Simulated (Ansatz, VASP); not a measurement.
ZnAu in VASP and in Ansatz

The input INCAR:

```
SYSTEM = ZnAu
  ALGO = Normal
  EDIFF = 1E-6
  ENCUT = 520
  GGA = PS
  ISIF = 2
  ISMEAR = -1
  LASPH = .TRUE.
  LCHARG = .FALSE.
  LREAL = .FALSE.
  LWAVE = .FALSE.
  NBANDS = 18
  NELM = 80
  PREC = Accurate
  SIGMA = 0.05
```

The input KPOINTS:

```
k-points
0
G
  8 8 8
  0 0 0
```

POSCAR

```
ZnAu
1.0
    3.1678416670      0.0000000000      0.0000000000
    0.0000000000      3.1678416670      0.0000000000
    0.0000000000      0.0000000000      3.1678416670
Au Zn
1 1
Direct
    0.0000000000      0.0000000000      0.0000000000
    0.5000000000      0.5000000000      0.5000000000
```

The input input.yaml:

```yaml
crystal:
  lattice:
    - [3.167841667, 0.0, 0.0]
    - [0.0, 3.167841667, 0.0]
    - [0.0, 0.0, 3.167841667]
  atoms:
    - { symbol: Au, position: [0.0, 0.0, 0.0] }
    - { symbol: Zn, position: [0.5, 0.5, 0.5] }
hamiltonian:
  xc: pbesol
  pseudopotentials: { kind: paw }
kpoints:
  mp_grid: { grid: [8, 8, 8] }
scf:
  occupations: { method: fermi_dirac, width: 0.05 }
output:
  forces: true
  stress: true
  eigenvalues: true
  write_density: true
  write_potential: true
  elf: true
  volumetric_format: npy
```

Alike in both runs: task single point; functional PBEsol; k mesh 8 × 8 × 8; occupations fermi-dirac, width 0.05 eV; no spin polarisation.

|  | VASP | Ansatz |
| --- | --- | --- |
| version | VASP 6.6.1 | Ansatz 0.2.0 |
| potentials or method | VASP PAW PBE potentials, release 64 (Au, Zn) | Ansatz PAW |
| plane-wave cutoff (eV) | 520 | 420 |
| valence electrons in the cell | 23 | 31 |

|  | VASP | Ansatz | Ansatz less VASP |
| --- | --- | --- | --- |
| gap on the k mesh at the Fermi level (eV) | none | none | - |
| pressure (GPa) | -4.5 | -4.6 | -0.10 |

VASP's potentials were made for PBE, not for PBEsol. A gap of «none» marks a metal or a gap that the smearing closes. VASP's potentials hold 23 valence electrons a cell and Ansatz's 31, so a difference there can come from the potentials and not from the codes.

Spin-orbit coupling is off throughout.
